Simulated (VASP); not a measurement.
# SiC (R3m) in VASP: further runs

The runs below take SiC through single point, with PBE.

All numbers are computed with VASP 6.6.1; they aren't measurements. Logs are shortened: lines on timing, memory, paths and dates and some standing lists are left out, and cuts for length are marked.

## Step 1: The cell of the first run

The structure is trigonal, space group R3m (No. 160). Conventional cell: a = 3.874 Å, b = 3.874 Å, c = 4.744 Å, α = 90.00°, β = 90.00°, γ = 120.00°. Within 1.6 Å of Si (site symmetry 3m) lie 1 C at 1.19 Å. C (site symmetry 3m) has 1 Si at 1.19 Å within 1.6 Å.

## Step 2: Single point, PBE

Contents of INCAR:

```
SYSTEM = SiC
PREC = Accurate
ENCUT = 520
EDIFF = 1E-6
ISMEAR = 0
SIGMA = 0.05
LREAL = .False.
LASPH = .True.
NELM = 60
ALGO = Normal
ISIF = 2
LWAVE = .False.
LCHARG = .False.
GGA = PE
NBANDS = 11
```

Contents of KPOINTS:

```
Automatic mesh
0
Gamma
  12 12 12
  0 0 0
```

Contents of POSCAR:

```
SiC
1.0
   -0.9130227875      1.8260455750      1.8260455750
    1.8260455750     -0.9130227875      1.8260455750
    1.8260455750      1.8260455750     -0.9130227875
Si C
1 1
Direct
    0.0000000000      0.0000000000      0.0000000000
    0.7500000000      0.7500000000      0.7500000000
```

Potentials or basis: VASP PAW PBE potentials, release 64 (Si, C).

Run with:

```console
$ cat potpaw_PBE.64/Si/POTCAR potpaw_PBE.64/C/POTCAR > POTCAR
$ mpirun -np 1 vasp_std > vasp.out
```

OUTCAR:

```text
SYSTEM = SiC
   PREC = Accurate
   ENCUT = 520
   EDIFF = 1E-6
   ISMEAR = 0
   LREAL = .False.
   LASPH = .True.
   NELM = 60
   ISIF = 2
   GGA = PE

 ion  position               nearest neighbor table
   1  0.000  0.000  0.000-   2 1.19   2 2.27   2 2.27   2 2.27
   2  0.750  0.750  0.750-   1 1.19   1 2.27   1 2.27   1 2.27

 -----------------------------------------------------------------------------
|                                                                             |
|           W    W    AA    RRRRR   N    N  II  N    N   GGGG   !!!           |
|           W    W   A  A   R    R  NN   N  II  NN   N  G    G  !!!           |
|           W    W  A    A  R    R  N N  N  II  N N  N  G       !!!           |
|           W WW W  AAAAAA  RRRRR   N  N N  II  N  N N  G  GGG   !            |
|           WW  WW  A    A  R   R   N   NN  II  N   NN  G    G                |
|           W    W  A    A  R    R  N    N  II  N    N   GGGG   !!!           |
|                                                                             |
|     The distance between some ions is very small. Please check the          |
|     nearest-neighbor list in the OUTCAR file.                               |
|     I HOPE YOU KNOW WHAT YOU ARE DOING!                                     |
|                                                                             |
 -----------------------------------------------------------------------------

  LATTYP: Found a simple cubic cell.
 ALAT       =     2.7390683625

  Lattice vectors:

 A1 = (  -0.9130227875,   1.8260455750,   1.8260455750)
 A2 = (   1.8260455750,  -0.9130227875,   1.8260455750)
 A3 = (   1.8260455750,   1.8260455750,  -0.9130227875)

Analysis of symmetry for initial positions (statically):
=====================================================================
 Subroutine PRICEL returns:
 Original cell was already a primitive cell.

 Routine SETGRP: Setting up the symmetry group for a
 simple cubic supercell.

 Subroutine GETGRP returns: Found  6 space group operations
 (whereof  6 operations were pure point group operations)
 out of a pool of 48 trial point group operations.

The static configuration has the point symmetry C_3v.

Analysis of symmetry for dynamics (positions and initial velocities):
=====================================================================
 Subroutine PRICEL returns:
 Original cell was already a primitive cell.

 Routine SETGRP: Setting up the symmetry group for a
 simple cubic supercell.

 Subroutine GETGRP returns: Found  6 space group operations
 (whereof  6 operations were pure point group operations)
 out of a pool of 48 trial point group operations.

The dynamic configuration has the point symmetry C_3v.

 Subroutine INISYM returns: Found  6 space group operations
 (whereof  6 operations are pure point group operations),
 and found     1 'primitive' translations

----------------------------------------------------------------------------------------

                                     Primitive cell

  volume of cell :      20.5498

  direct lattice vectors                    reciprocal lattice vectors
    -0.913022787  1.826045575  1.826045575    -0.121695879  0.243391759  0.243391759
     1.826045575 -0.913022787  1.826045575     0.243391759 -0.121695879  0.243391759
     1.826045575  1.826045575 -0.913022787     0.243391759  0.243391759 -0.121695879

  length of vectors
     2.739068362  2.739068362  2.739068362     0.365087638  0.365087638  0.365087638

  position of ions in fractional coordinates (direct lattice)
     0.000000000  0.000000000  0.000000000
     0.750000000  0.750000000  0.750000000

  ion indices of the primitive-cell ions
   primitive index   ion index
                 1           1
                 2           2

----------------------------------------------------------------------------------------

 KPOINTS: Automatic mesh

Automatic generation of k-mesh.
 Grid dimensions read from file:
 generate k-points for:   12   12   12

 Generating k-lattice:

  Cartesian coordinates                     Fractional coordinates (reciprocal lattice)
    -0.010141323  0.020282647  0.020282647     0.083333333  0.000000000  0.000000000
     0.020282647 -0.010141323  0.020282647     0.000000000  0.083333333  0.000000000
     0.020282647  0.020282647 -0.010141323     0.000000000  0.000000000  0.083333333

  Length of vectors
     0.030423970  0.030423970  0.030423970

  Shift w.r.t. Gamma in fractional coordinates (k-lattice)
     0.000000000  0.000000000  0.000000000

 Subroutine IBZKPT returns following result:
 ===========================================

 Found    189 irreducible k-points:

 Following reciprocal coordinates:
            Coordinates               Weight
  0.000000  0.000000  0.000000      1.000000
  0.083333  0.000000  0.000000      6.000000
  0.166667  0.000000  0.000000      6.000000
  0.250000  0.000000  0.000000      6.000000
  0.333333  0.000000  0.000000      6.000000
  0.416667  0.000000  0.000000      6.000000
[... 16 lines left out ...]
  0.333333  0.166667  0.000000     12.000000
 -0.166667  0.333333  0.000000     12.000000
 [... further k-points ...]
   k-points           NKPTS =    189   k-points in BZ     NKDIM =    189   number of bands    NBANDS=     11
   number of dos      NEDOS =    301   number of ions     NIONS =      2
   total plane-waves  NPLWV =   8000
   dimension x,y,z NGX =    20 NGY =   20 NGZ =   20
   dimension x,y,z NGXF=    40 NGYF=   40 NGZF=   40
   ions per type =               1   1
   NGX,Y,Z   is equivalent  to a cutoff of  12.14, 12.14, 12.14 a.u.
   NGXF,Y,Z  is equivalent  to a cutoff of  24.28, 24.28, 24.28 a.u.
 SYSTEM =  SiC
   PREC   = accura    normal or accurate (medium, high low for compatibility)
   ISTART =      0    job   : 0-new  1-cont  2-samecut
   ICHARG =      2    charge: 1-file 2-atom 10-const
   ISPIN  =      1    spin polarized calculation?
   LNONCOLLINEAR =      F non collinear calculations
   LSORBIT =      F    spin-orbit coupling
   LASPH  =      T    aspherical Exc in radial PAW
   ENCUT  =  520.0 eV  38.22 Ry    6.18 a.u.   5.09  5.09  5.09*2*pi/ulx,y,z
   NELM   =     60;   NELMIN=  2; NELMDL= -5     # of ELM steps
   EDIFF  = 0.1E-05   stopping-criterion for ELM
   LREAL  =      F    real-space projection
   EDIFFG = 0.1E-04   stopping-criterion for IOM
   NSW    =      0    number of steps for IOM
   IBRION =     -1    ionic relax: 0-MD 1-quasi-New 2-CG
   NFREE  =      0    steps in history (QN), initial steepest desc. (CG)
   ISIF   =      2    stress and relaxation
   ISYM   =      2    0-nonsym 1-usesym 2-fastsym
   POTIM  = 0.5000    time-step for ionic-motion
   TEBEG  =    0.0;   TEEND  =   0.0 temperature during run
   PSTRESS=    0.0 pullay stress
   NELECT =       8.0000    total number of electrons
   NUPDOWN=      -1.0000    fix difference up-down
   EMIN   =  10.00;   EMAX   =-10.00  energy-range for DOS
   EFERMI =   0.00;   METHOD = LEGACY
   ISMEAR =     0;   SIGMA  =   0.05  broadening in eV -4-tet -1-fermi 0-gaus
   EFERMI_NEDOS =   21; number of points for ismear=-14 and -15
   IALGO  =     38    algorithm
   IMIX   =      4    mixing-type and parameters
     AMIX     =   0.40;   BMIX     =  1.00
     AMIX_MAG =   1.60;   BMIX_MAG =  1.00
  volume/ion in A,a.u.               =      10.27        69.34
  Fermi-wavevector in a.u.,A,eV,Ry     =   1.195369  2.258920 19.441458  1.428907
  Thomas-Fermi vector in A             =   2.331336
   LORBIT       =      0    0 simple, 1 ext, 2 COOP (PROOUT), +10 PAW based schemes
   GGA     = PE    functional components
   LHFCALC =     F    Hartree Fock is set to
   AEXX    =    0.0000 exact exchange contribution
   IVDW    =     0    specifies the selected vdW correction
   LEPSILON=     F    determine dielectric tensor
   LRPA    =     F    only Hartree local field effects (RPA)
 non-spin polarized calculation
 Gauss-broadening in eV      SIGMA  =   0.05
  energy-cutoff  :      520.00
  volume of cell :       20.55
 maximum number of plane-waves:       568
   NGX = 11   NGY = 11   NGZ = 11

 number of electron       8.0000001 magnetization

 Free energy of the ion-electron system (eV)
  ---------------------------------------------------
  ext. energy  EPLUGINS =         0.00000000
  ---------------------------------------------------
  free energy    TOTEN  =         0.82142565 eV

  energy without entropy =        0.82272701  energy(sigma->0) =        0.82207633

 E-fermi :   8.5214     XC(G=0): -11.3062

 val. band max:        8.5064983475   @ k =  -0.4167   0.4167   0.2500
 cond. band min:       8.5357960743   @ k =   0.5000   0.0833   0.0000
 fundamental gap:      0.0292977268
 Fermi energy:         8.5213649358

 k-point     1 :       0.0000    0.0000    0.0000
  band No.  band energies     occupation
      1      -7.6628      2.00000
      2       6.7511      2.00000
      3       6.8144      2.00000
      4       6.8144      2.00000
      5       9.7986      0.00000
      6      13.2563      0.00000
      7      13.2563      0.00000
      8      24.2622      0.00000
      9      24.2622      0.00000
     10      25.2880      0.00000
     11      27.4331      0.00000

 k-point     2 :       0.0833    0.0000    0.0000
  band No.  band energies     occupation
      1      -7.5574      2.00000
      2       5.6499      2.00000
      3       6.8763      2.00000
      4       7.3726      2.00000
      5       9.7583      0.00000
      6      13.3622      0.00000
      7      13.9667      0.00000
      8      23.2608      0.00000
      9      23.9378      0.00000
     10      25.7763      0.00000
     11      27.2461      0.00000

 k-point     3 :       0.1667    0.0000    0.0000
  band No.  band energies     occupation
      1      -7.2461      2.00000
      2       4.0754      2.00000
      3       7.0515      2.00000
      4       7.6967      2.00000
      5       9.8460      0.00000
      6      13.6755      0.00000
      7      15.3518      0.00000
      8      22.0205      0.00000
      9      23.0703      0.00000
     10      25.7794      0.00000
     11      25.8639      0.00000

 k-point     4 :       0.2500    0.0000    0.0000
  band No.  band energies     occupation
      1      -6.7496      2.00000
      2       2.3930      2.00000
      3       7.3071      2.00000
      4       7.9492      2.00000
      5      10.1311      0.00000
      6      14.1782      0.00000
      7      16.2591      0.00000
      8      21.5126      0.00000
      9      21.9423      0.00000
     10      23.9186      0.00000
     11      25.3860      0.00000

 k-point     5 :       0.3333    0.0000    0.0000
  band No.  band energies     occupation
      1      -6.1199      2.00000
      2       0.8419      2.00000
      3       7.5850      2.00000
      4       8.1665      2.00000
      5      10.5342      0.00000
      6      14.8217      0.00000
      7      16.1197      0.00000
      8      20.8727      0.00000
      9      21.8586      0.00000
     10      22.1847      0.00000
     11      25.1645      0.00000
[... 211 lines left out ...]
 k-point    21 :       0.2500    0.1667    0.0000
  band No.  band energies     occupation
      1      -6.3479      2.00000
      2       2.8261      2.00000
      3       4.9307      2.00000
      4       8.1643      2.00000
      5      10.4280      0.00000
      6      14.9294      0.00000
      7      16.8102      0.00000
      8      19.9747      0.00000
      9      22.8760      0.00000
     10      24.1344      0.00000
     11      25.2957      0.00000

 k-point    22 :      -0.1667    0.2500    0.0000
  band No.  band energies     occupation
      1      -6.3432      2.00000
      2       2.5255      2.00000
      3       5.2351      2.00000
      4       8.2685      2.00000
      5      10.7281      0.00000
      6      14.7800      0.00000
      7      16.7782      0.00000
      8      19.1818      0.00000
      9      22.4524      0.00000
     10      23.8932      0.00000
     11      25.5154      0.00000

 k-point    23 :       0.3333    0.1667    0.0000
  band No.  band energies     occupation
      1      -5.7309      2.00000
      2       1.2714      2.00000
      3       5.3820      2.00000
      4       8.4015      1.99930
      5      10.5383      0.00000
      6      14.8427      0.00000
      7      16.8384      0.00000
      8      19.6460      0.00000
      9      22.2312      0.00000
     10      24.0134      0.00000
     11      26.0077      0.00000

 k-point    24 :      -0.1667    0.3333    0.0000
  band No.  band energies     occupation
      1      -5.7238      2.00000
      2       1.1392      2.00000
      3       5.4831      2.00000
      4       8.4740      1.81966
      5      10.9944      0.00000
      6      14.3682      0.00000
      7      16.8398      0.00000
      8      19.3690      0.00000
      9      22.1841      0.00000
     10      23.0734      0.00000
     11      26.2239      0.00000

 [... further k-points ...]
[... 5 lines left out ...]
  --------------------------------------------------------------------------------------
  -------------------------------------------------------------------------------------
  Total       24.1437181     24.1437181     24.1437181     26.5406674     26.5406674     26.5406674
  in kB     1882.3748800   1882.3748800   1882.3748800   2069.2540205   2069.2540205   2069.2540205
  external PRESSURE =    1882.3748800 kB  Pullay stress =       0.0000000 kB

 VOLUME and BASIS-vectors are now :
 -----------------------------------------------------------------------------
  energy-cutoff  :      520.00
  volume of cell :       20.55
      direct lattice vectors                 reciprocal lattice vectors
    -0.913022787  1.826045575  1.826045575    -0.121695879  0.243391759  0.243391759
     1.826045575 -0.913022787  1.826045575     0.243391759 -0.121695879  0.243391759
     1.826045575  1.826045575 -0.913022787     0.243391759  0.243391759 -0.121695879

 POSITION                                       TOTAL-FORCE (eV/Angst)
 -----------------------------------------------------------------------------------
      0.00000      0.00000      0.00000        36.045719     36.045719     36.045719
      2.05430      2.05430      2.05430       -36.045719    -36.045719    -36.045719
 -----------------------------------------------------------------------------------
    total drift:                                0.000136      0.000136      0.000136

  FREE ENERGIE OF THE ION-ELECTRON SYSTEM (eV)
  ---------------------------------------------------
  free  energy   TOTEN  =         0.8214256463 eV

  energy  without entropy=        0.8227270139  energy(sigma->0) =        0.82207633
```

Run time: 21 s. Hardware: 1 thread of Intel Xeon Platinum 8488C (Sapphire Rapids), shared host; peak memory 0.15 GiB.

What came out:

```yaml
Free_energy: 0.8214 eV
Pressure: 188.2 GPa
Largest_force: 62.433 eV/Å
Band_gap_on_the_k_mesh: zero (band 4 reaches 8.74 eV, above the bottom of band 5 at 7.74 eV)
```

Forces in eV/Å, atoms in the order of the input:
```
Si   36.046  36.046  36.046
C   -36.046 -36.046 -36.046
```

Levels at points of the mesh, in eV from the Fermi level:
```csv
k point,band 2,band 3,band 4,band 5,band 6,band 7
"(0.00, 0.00, 0.00)",-1.77,-1.71,-1.71,1.28,4.73,4.73
"(0.50, 0.00, 0.00)",-9.37,-0.63,-0.14,2.58,6.79,7.26
"(0.50, 0.50, 0.00)",-7.25,-6.48,-1.96,0.97,5.94,8.85
"(0.50, 0.50, 0.50)",-5.44,-5.44,-3.16,0.25,2.04,2.04
```

Caveat: forces of over 1 eV/Å act on the atoms, so gaps and moduli don't describe the material at rest.

[end of part 1 of 2]
